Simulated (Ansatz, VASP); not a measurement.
# One calculation of HfB, two programs

Contents of INCAR:

```
SYSTEM = HfB
PREC     = Accurate       ! precision mode
ENCUT    = 520            ! plane-wave cutoff, eV
EDIFF    = 1E-7           ! SCF threshold, eV
ISMEAR   = -1             ! smearing method
SIGMA    = 0.05           ! smearing width, eV
LREAL    = .False.        ! projectors in reciprocal space
LASPH    = .True.         ! aspherical terms in the spheres
NELM     = 80             ! most SCF steps
ALGO     = Normal         ! electronic algorithm
ISIF     = 2              ! what is computed and relaxed
LWAVE    = .False.        ! write WAVECAR
LCHARG   = .True.         ! write CHGCAR
GGA      = PS             ! functional
LELF     = .True.         ! ELF
LVHAR    = .True.       
NBANDS   = 14             ! bands
```

The input KPOINTS:

```
regular mesh
0
Gamma
  10 10 10
  0 0 0
```

File POSCAR:

```
HfB
1.0
    0.0000000000      2.3100000000      2.3100000000
    2.3100000000      0.0000000000      2.3100000000
    2.3100000000      2.3100000000      0.0000000000
Hf B
1 1
Direct
    0.5000000000      0.5000000000      0.5000000000
    0.0000000000      0.0000000000      0.0000000000
```

Contents of input.yaml:

```yaml
crystal:
  lattice:
    - [0.0, 2.31, 2.31]
    - [2.31, 0.0, 2.31]
    - [2.31, 2.31, 0.0]
  atoms:
    - { symbol: Hf, position: [0.5, 0.5, 0.5] }
    - { symbol: B, position: [0.0, 0.0, 0.0] }
hamiltonian:
  xc: pbesol
  pseudopotentials: { kind: paw }
kpoints:
  mp_grid: { grid: [10, 10, 10] }
scf:
  occupations: { method: fermi_dirac, width: 0.05 }
output:
  forces: true
  stress: true
  eigenvalues: true
```

Alike in both runs: task single point; functional PBEsol; k mesh 10 × 10 × 10; occupations fermi-dirac, width 0.05 eV; no spin polarisation.

|  | VASP | Ansatz |
| --- | --- | --- |
| version | VASP 6.6.1 | Ansatz 0.2.0 |
| potentials or method | VASP PAW PBE potentials, release 64 (Hf_pv, B) | Ansatz PAW |
| plane-wave cutoff (eV) | 520 | 420 |
| valence electrons in the cell | 13 | 29 |

|  | VASP | Ansatz | Ansatz less VASP |
| --- | --- | --- | --- |
| gap on the k mesh at the Fermi level (eV) | none | none | - |
| pressure (GPa) | 24.3 | 23.2 | -1.10 |

VASP's potentials were made for PBE, not for PBEsol. A gap of «none» marks a metal or a gap that the smearing closes. The functional is the same, so the differences come from potentials, cutoffs and numerics. VASP's potentials hold 13 valence electrons a cell and Ansatz's 29, so a difference there can come from the potentials and not from the codes.

Neither program's run includes spin-orbit coupling.
